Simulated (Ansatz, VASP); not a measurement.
**Two plane-wave programs on HfO2**

Contents of INCAR:

```
SYSTEM = HfO2
ALGO     = Normal         ! electronic algorithm
EDIFF    = 1E-7           ! SCF threshold, eV
ENCUT    = 500            ! plane-wave cutoff, eV
GGA      = PE             ! functional
ISIF     = 2              ! what is computed and relaxed
ISMEAR   = 0              ! smearing method
LASPH    = .TRUE.         ! aspherical terms in the spheres
LCHARG   = .FALSE.        ! write CHGCAR
LREAL    = .FALSE.        ! projectors in reciprocal space
LWAVE    = .FALSE.        ! write WAVECAR
NBANDS   = 15             ! bands
NELM     = 100            ! most SCF steps
PREC     = Accurate       ! precision mode
SIGMA    = 0.02           ! smearing width, eV
```

Contents of KPOINTS:

```
k-points
0
G
  9 9 9
  0 0 0
```

Contents of POSCAR:

```
HfO2
3.6169
    0.000000000000      0.707097237966      0.707097237966
    0.707097237966      0.000000000000      0.707097237966
    0.707097237966      0.707097237966      0.000000000000
Hf O
1 2
Direct
    0.0000000000      0.0000000000      0.0000000000
    0.7500000000      0.7500000000      0.7500000000
    0.2500000000      0.2500000000      0.2500000000
```

The input input.yaml:

```yaml
crystal:
  lattice:
    - [0.0, 2.5575, 2.5575]
    - [2.5575, 0.0, 2.5575]
    - [2.5575, 2.5575, 0.0]
  atoms:
    - { symbol: Hf, position: [0.0, 0.0, 0.0] }
    - { symbol: O, position: [0.75, 0.75, 0.75] }
    - { symbol: O, position: [0.25, 0.25, 0.25] }
hamiltonian:
  xc: pbe
  pseudopotentials: { kind: paw }
kpoints:
  mp_grid: { grid: [9, 9, 9] }
scf:
  occupations: { method: gaussian, width: 0.02 }
output:
  forces: true
  stress: true
  eigenvalues: true
```

Alike in both runs: task single point; functional PBE; k mesh 9 × 9 × 9; occupations gaussian, width 0.02 eV; no spin polarisation.

|  | VASP | Ansatz |
| --- | --- | --- |
| version | VASP 6.6.1 | Ansatz 0.2.0 |
| potentials or method | VASP PAW PBE potentials, release 64 (Hf, O) | Ansatz PAW |
| plane-wave cutoff (eV) | 500 | 420 |
| valence electrons in the cell | 16 | 38 |

```tsv
	VASP	Ansatz	Ansatz less VASP
gap on the k mesh at the Fermi level (eV)	3.78	3.83	+0.050
least direct gap on the mesh (eV)	3.89	3.94	+0.049
pressure (GPa)	-7.6	-2.5	+5.13
```

One of these differences is far larger than is usual between the two programs; its cause wasn't traced. With one functional, cell and mesh, what is left measures potentials, basis and numerics. VASP's potentials hold 16 valence electrons a cell and Ansatz's 38, so a difference there can come from the potentials and not from the codes.

Spin-orbit coupling is off throughout. Noted on Ansatz's run: odd divisions of the mesh miss points on the zone boundary, where band edges often lie, so the gap on the mesh can be too wide.
